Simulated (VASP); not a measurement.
# MgO (P1) in VASP: further runs, part 2 of 2

VASP 6.6.1. The steps go on from the part before.

## Step 3: Single point, PBE

INCAR reads:

```
  ALGO = Normal
  EDIFF = 1E-6
  ENCUT = 600
  GGA = PE
  GGA_COMPAT = False
  ISIF = 2
  ISMEAR = 0
  LASPH = True
  LCHARG = False
  LREAL = False
  LWAVE = False
  NBANDS = 46
  NELM = 120
  PREC = Accurate
  SIGMA = 0.01
```

KPOINTS reads:

```
k-points
0
Gamma
  1 1 1
```

POSCAR reads:

```
MgO
1.0
    0.0000000000      4.2110000000      4.2110000000
    4.2110000000      0.0000000000      4.2110000000
    4.2110000000      4.2110000000      0.0000000000
Mg O
8 8
Direct
    0.0027472400      0.0111286500      0.0090798609
   -0.0163437496     -0.0003259437      0.4955764780
    0.0260289345      0.4915720266     -0.0022816061
   -0.0127118052      0.5107561429      0.5092661144
    0.4708978818      0.0077760860      0.0062860575
    0.5064723111     -0.0104767625      0.4939933228
    0.4823524755      0.4957627316      0.0132705659
    0.5013503383      0.5039578881      0.4816074613
    0.2556341701      0.2539578881      0.2360775467
    0.2409201391      0.2371950680      0.7774258362
    0.2534922542      0.7451108441      0.2583348466
    0.2549822826      0.7669025102      0.7346806450
    0.7371950680      0.2602905090      0.2547029023
    0.7531197471      0.2574035789      0.7406407588
    0.7444589567      0.7493015492      0.2377538287
    0.7377538287      0.7580554663      0.7437139425
```

Potentials or basis: VASP PAW PBE potentials, release 64 (Mg, O).

Run with:

```sh
cat potpaw_PBE.64/Mg/POTCAR potpaw_PBE.64/O/POTCAR > POTCAR
mpirun -np 1 vasp_gam > vasp.out
```

OUTCAR:

```text
EDIFF = 1E-6
   ENCUT = 600
   GGA = PE
   ISIF = 2
   ISMEAR = 0
   LASPH = True
   LREAL = False
   NELM = 120
   PREC = Accurate

 ion  position               nearest neighbor table
   1  0.003  0.011  0.009-  10 1.96  13 2.09  11 2.11  14 2.18  12 2.19  15 2.20   5 2.77   2 2.81
                             3 2.90   6 2.93   7 2.97   4 2.98   4 2.98   7 3.00   6 3.04   3 3.06
   2  0.984  1.000  0.496-  16 2.05  13 2.05  11 2.08  14 2.12  12 2.16   9 2.22   1 2.81   4 2.86
                             6 2.88   5 2.91   8 2.94   3 2.96   3 3.02   8 3.02   5 3.05   6 3.08
   3  0.026  0.492  0.998-   9 1.97  10 2.01  15 2.11  12 2.13  13 2.20  16 2.29   5 2.77   7 2.78
                             1 2.90   2 2.96   8 2.96   4 2.97   4 2.99   8 3.01   2 3.02   1 3.06
   4  0.987  0.511  0.509-  16 2.03  14 2.06  11 2.11  15 2.17  10 2.20   9 2.23   6 2.86   2 2.86
                             7 2.95   8 2.96   3 2.97   1 2.98   1 2.98   3 2.99   8 3.00   7 3.01
   5  0.471  0.008  0.006-  10 1.93   9 2.01  11 2.03  15 2.13  16 2.16  14 2.24   1 2.77   3 2.77
                             2 2.91   8 2.92   6 2.96   7 2.96   7 3.00   6 3.00   8 3.04   2 3.05
   6  0.506  0.990  0.494-  12 2.00  16 2.03  15 2.09  13 2.12   9 2.14  10 2.24   4 2.86   2 2.88
                             1 2.93   7 2.94   8 2.94   5 2.96   5 3.00   8 3.01   7 3.02   1 3.04
   7  0.482  0.496  0.013-   9 1.97  11 2.08  13 2.09  12 2.14  14 2.16  16 2.18   3 2.78   8 2.87
                             6 2.94   4 2.95   5 2.96   1 2.97   5 3.00   1 3.00   4 3.01   6 3.02
   8  0.501  0.504  0.482-  13 1.98  11 1.99  15 2.06  14 2.15  12 2.17  10 2.23   7 2.87   5 2.92
                             2 2.94   6 2.94   3 2.96   4 2.96   4 3.00   3 3.01   6 3.01   2 3.02
   9  0.256  0.254  0.236-   3 1.97   7 1.97   5 2.01   6 2.14   2 2.22   4 2.23
  10  0.241  0.237  0.777-   5 1.93   1 1.96   3 2.01   4 2.20   8 2.23   6 2.24
  11  0.253  0.745  0.258-   8 1.99   5 2.03   2 2.08   7 2.08   1 2.11   4 2.11
  12  0.255  0.767  0.735-   6 2.00   3 2.13   7 2.14   2 2.16   8 2.17   1 2.19
  13  0.737  0.260  0.255-   8 1.98   2 2.05   1 2.09   7 2.09   6 2.12   3 2.20
  14  0.753  0.257  0.741-   4 2.06   2 2.12   8 2.15   7 2.16   1 2.18   5 2.24
  15  0.744  0.749  0.238-   8 2.06   6 2.09   3 2.11   5 2.13   4 2.17   1 2.20
  16  0.738  0.758  0.744-   6 2.03   4 2.03   2 2.05   5 2.16   7 2.18   3 2.29

  LATTYP: Found a face centered cubic cell.
 ALAT       =     8.4220000000

  Lattice vectors:

 A1 = (   0.0000000000,   4.2110000000,   4.2110000000)
 A2 = (   4.2110000000,   0.0000000000,   4.2110000000)
 A3 = (   4.2110000000,   4.2110000000,   0.0000000000)

Analysis of symmetry for initial positions (statically):
=====================================================================
 Subroutine PRICEL returns:
 Original cell was already a primitive cell.

 Routine SETGRP: Setting up the symmetry group for a
 face centered cubic supercell.

 Subroutine GETGRP returns: Found  1 space group operations
 (whereof  1 operations were pure point group operations)
 out of a pool of 48 trial point group operations.

The static configuration has the point symmetry C_1 .

Analysis of symmetry for dynamics (positions and initial velocities):
=====================================================================
 Subroutine PRICEL returns:
 Original cell was already a primitive cell.

 Routine SETGRP: Setting up the symmetry group for a
 face centered cubic supercell.

 Subroutine GETGRP returns: Found  1 space group operations
 (whereof  1 operations were pure point group operations)
 out of a pool of 48 trial point group operations.

[... 89 lines left out ...]
   dimension x,y,z NGX =    48 NGY =   48 NGZ =   48
   dimension x,y,z NGXF=    96 NGYF=   96 NGZF=   96
   ions per type =               8   8
   NGX,Y,Z   is equivalent  to a cutoff of  13.40, 13.40, 13.40 a.u.
   NGXF,Y,Z  is equivalent  to a cutoff of  26.80, 26.80, 26.80 a.u.
 SYSTEM =  unknown system
   PREC   = accura    normal or accurate (medium, high low for compatibility)
   ISTART =      0    job   : 0-new  1-cont  2-samecut
   ICHARG =      2    charge: 1-file 2-atom 10-const
   ISPIN  =      1    spin polarized calculation?
   LNONCOLLINEAR =      F non collinear calculations
   LSORBIT =      F    spin-orbit coupling
   LASPH  =      T    aspherical Exc in radial PAW
   ENCUT  =  600.0 eV  44.10 Ry    6.64 a.u.  11.89 11.89 11.89*2*pi/ulx,y,z
   NELM   =    120;   NELMIN=  2; NELMDL= -5     # of ELM steps
   EDIFF  = 0.1E-05   stopping-criterion for ELM
   LREAL  =      F    real-space projection
   EDIFFG = 0.1E-04   stopping-criterion for IOM
   NSW    =      0    number of steps for IOM
   IBRION =     -1    ionic relax: 0-MD 1-quasi-New 2-CG
   NFREE  =      0    steps in history (QN), initial steepest desc. (CG)
   ISIF   =      2    stress and relaxation
   ISYM   =      2    0-nonsym 1-usesym 2-fastsym
   POTIM  = 0.5000    time-step for ionic-motion
   TEBEG  =    0.0;   TEEND  =   0.0 temperature during run
   PSTRESS=    0.0 pullay stress
   NELECT =      64.0000    total number of electrons
   NUPDOWN=      -1.0000    fix difference up-down
   EMIN   =  10.00;   EMAX   =-10.00  energy-range for DOS
   EFERMI =   0.00;   METHOD = LEGACY
   ISMEAR =     0;   SIGMA  =   0.01  broadening in eV -4-tet -1-fermi 0-gaus
   EFERMI_NEDOS =   21; number of points for ismear=-14 and -15
   IALGO  =     38    algorithm
   IMIX   =      4    mixing-type and parameters
     AMIX     =   0.40;   BMIX     =  1.00
     AMIX_MAG =   1.60;   BMIX_MAG =  1.00
  volume/ion in A,a.u.               =       9.33        62.99
  Fermi-wavevector in a.u.,A,eV,Ry     =   1.234259  2.332411 20.727046  1.523395
  Thomas-Fermi vector in A             =   2.368956
   LORBIT       =      0    0 simple, 1 ext, 2 COOP (PROOUT), +10 PAW based schemes
   GGA     = PE    functional components
   LHFCALC =     F    Hartree Fock is set to
   AEXX    =    0.0000 exact exchange contribution
   IVDW    =     0    specifies the selected vdW correction
   LEPSILON=     F    determine dielectric tensor
   LRPA    =     F    only Hartree local field effects (RPA)
 non-spin polarized calculation
 Gauss-broadening in eV      SIGMA  =   0.01
  energy-cutoff  :      600.00
  volume of cell :      149.34
 maximum number of plane-waves:      2479
 NGX is ok and might be reduce to    48
   NGX = 23   NGY = 23   NGZ = 23

 number of electron      63.9999995 magnetization

 Free energy of the ion-electron system (eV)
  ---------------------------------------------------
  ext. energy  EPLUGINS =         0.00000000
  ---------------------------------------------------
  free energy    TOTEN  =       -87.43950382 eV

  energy without entropy =      -87.43950382  energy(sigma->0) =      -87.43950382

 E-fermi :   4.0024     XC(G=0): -10.9674

 val. band max:        3.9296663608   @ k =   0.0000   0.0000   0.0000
 cond. band min:       8.0778306270   @ k =   0.0000   0.0000   0.0000
 fundamental gap:      4.1481642662
 Fermi energy:         4.0023861142

 k-point     1 :       0.0000    0.0000    0.0000
  band No.  band energies     occupation
      1     -13.8050      2.00000
      2     -12.7802      2.00000
      3     -12.5325      2.00000
      4     -12.5117      2.00000
      5     -12.2714      2.00000
      6     -11.9157      2.00000
[... 36 lines left out ...]
     43      13.2026      0.00000
     44      15.8471      0.00000
 [bands above 44 left out]

------------------------ aborting loop because EDIFF is reached ----------------------------------------

  FORCE on cell =-STRESS in cart. coord.  units (eV):
  Direction    XX          YY          ZZ          XY          YZ          ZX
  --------------------------------------------------------------------------------------
  -------------------------------------------------------------------------------------
  Total        9.6315160     10.8896380     10.4525230     -0.0107813      0.3010248      0.2487386
  in kB      103.3283539    116.8256765    112.1362414     -0.1156631      3.2294390      2.6685054
  external PRESSURE =     110.7634239 kB  Pullay stress =       0.0000000 kB

 VOLUME and BASIS-vectors are now :
 -----------------------------------------------------------------------------
  energy-cutoff  :      600.00
  volume of cell :      149.34
      direct lattice vectors                 reciprocal lattice vectors
     0.000000000  4.211000000  4.211000000    -0.118736642  0.118736642  0.118736642
     4.211000000  0.000000000  4.211000000     0.118736642 -0.118736642  0.118736642
     4.211000000  4.211000000  0.000000000     0.118736642  0.118736642 -0.118736642

 POSITION                                       TOTAL-FORCE (eV/Angst)
 -----------------------------------------------------------------------------------
      0.08510      0.04980      0.05843        -1.078915     -1.534332     -1.009978
      6.29650      6.22905      8.35180         1.342502      1.164905      0.330838
      6.27140      4.31100      2.17962         1.140206     -1.520595     -0.160513
      4.29531      6.30199      6.30826        -0.530623     -0.045948     -0.888483
      0.05922      2.00942      2.01570        -1.132619      1.608041      1.316548
      6.24709      4.21296      6.29964         0.361441     -0.331681     -0.351294
[... 8 lines left out ...]
      4.15649      4.13610      6.29023         0.190266      0.562551      0.651006
      6.32395      6.23846      6.29885        -0.334526      0.160682      0.305821
 -----------------------------------------------------------------------------------
    total drift:                                0.000218     -0.000555      0.000329

  FREE ENERGIE OF THE ION-ELECTRON SYSTEM (eV)
  ---------------------------------------------------
  free  energy   TOTEN  =       -87.4395038153 eV

  energy  without entropy=      -87.4395038153  energy(sigma->0) =      -87.43950382
```

Run time: 53 s. Hardware: 1 thread of Intel Xeon 8259CL, shared host; peak memory 0.29 GiB.

Results:

| Quantity | Value |
| --- | --- |
| Free energy | -87.4395 eV |
| Pressure | 11.1 GPa |
| Largest force | 2.367 eV/Å |
| Band gap on the k mesh | 4.15 eV |

Forces on the atoms (eV/Å):
```
Mg  -1.079 -1.534 -1.010
Mg   1.343  1.165  0.331
Mg   1.140 -1.521 -0.161
Mg  -0.531 -0.046 -0.888
Mg  -1.133  1.608  1.317
Mg   0.361 -0.332 -0.351
Mg  -0.831 -0.096  1.374
Mg   0.785  1.172  0.254
O    0.512  0.266 -0.210
O    0.031 -0.963  0.725
O    0.202 -0.768 -0.886
O   -0.037  0.149 -0.949
O   -0.760  0.186 -0.381
O    0.140 -0.008 -0.121
O    0.190  0.563  0.651
O   -0.335  0.161  0.306
```

Stress tensor (GPa, compression positive):
```
10.33 -0.01  0.27
-0.01 11.68  0.32
 0.27  0.32 11.21
```

Caveat: the k points lie up to 1.29 Å⁻¹ apart; forces of over 1 eV/Å act on the atoms, so gaps and moduli don't describe the material at rest. A k mesh can miss the band edges.
